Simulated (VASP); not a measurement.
Set up this calculation in VASP 6.6.1, as the native input.

| Item | Value |
| --- | --- |
| Task | single point |
| Functional | r2SCANh |
| Potentials or basis | VASP PAW PBE potentials, release 64 (Ga_d, N) |
| Cutoff | 520 eV |
| k mesh | 5 × 5 × 5 |
| Occupations | fermi-dirac, width 0.05 eV |
| Spin | no spin polarisation |
| Dipole correction | no |
| Grid for exact exchange (PRECFOCK) | Normal |
| Further INCAR settings | ALGO = Normal; EDIFF = 1e-07; NBANDS = 16 |
| Share of exact exchange | 0.1 |

The system is GaN.

```
Ga N
1.0
     0.00000    2.23838    2.23838
     2.23838    0.00000    2.23838
     2.23838    2.23838    0.00000
Ga N
1 1
Cartesian
  0.0000 0.0000 0.0000
  1.1192 1.1192 1.1192
```

These files were run (other wordings do the same):

POSCAR

```
GaN
1.0
    0.0000000000      2.2383759866      2.2383759866
    2.2383759866      0.0000000000      2.2383759866
    2.2383759866      2.2383759866      0.0000000000
Ga N
1 1
Direct
    0.0000000000      0.0000000000      0.0000000000
    0.2500000000      0.2500000000      0.2500000000
```

INCAR.step1

```
  PREC = Accurate
  ENCUT = 520
  EDIFF = 1E-5
  ISMEAR = -1
  SIGMA = 0.05
  LREAL = False
  LASPH = True
  NELM = 100
  ALGO = Normal
  ISIF = 2
  LWAVE = True
  NBANDS = 16
  GGA = PE
```

INCAR.step2

```
  PREC = Accurate
  ENCUT = 520
  EDIFF = 1E-7
  ISMEAR = -1
  SIGMA = 0.05
  LREAL = False
  LASPH = True
  NELM = 100
  ALGO = Normal
  ISIF = 2
  LWAVE = False
  LCHARG = True
  METAGGA = R2SCAN
  LHFCALC = True
  AEXX = 0.1
  LMIXTAU = True
  PRECFOCK = Normal
  LELF = True
  LVHAR = True
  NBANDS = 16
  ISTART = 1
```

KPOINTS

```
Automatic mesh
0
Gamma
  5 5 5
```

Potentials or basis: VASP PAW PBE potentials, release 64 (Ga_d, N).

The run is started by

```bash
$ cat potpaw_PBE.64/Ga_d/POTCAR potpaw_PBE.64/N/POTCAR > POTCAR
$ cp INCAR.step1 INCAR
$ mpirun -np 1 vasp_std > vasp.out
$ cp INCAR.step2 INCAR
$ mpirun -np 1 vasp_std > vasp.out
```

It gave:

The pressure is 2.3 GPa. The band gap on the k mesh is 3.00 eV.

Caveat: the k points lie up to 0.49 Å⁻¹ apart; the PAW data sets were made with another functional, which shifts forces and pressure a little.

Wall time 21 min on 1 thread of AMD EPYC 7R43 64-Core Processor (Zen 3) (shared host), peak memory 0.12 GiB.
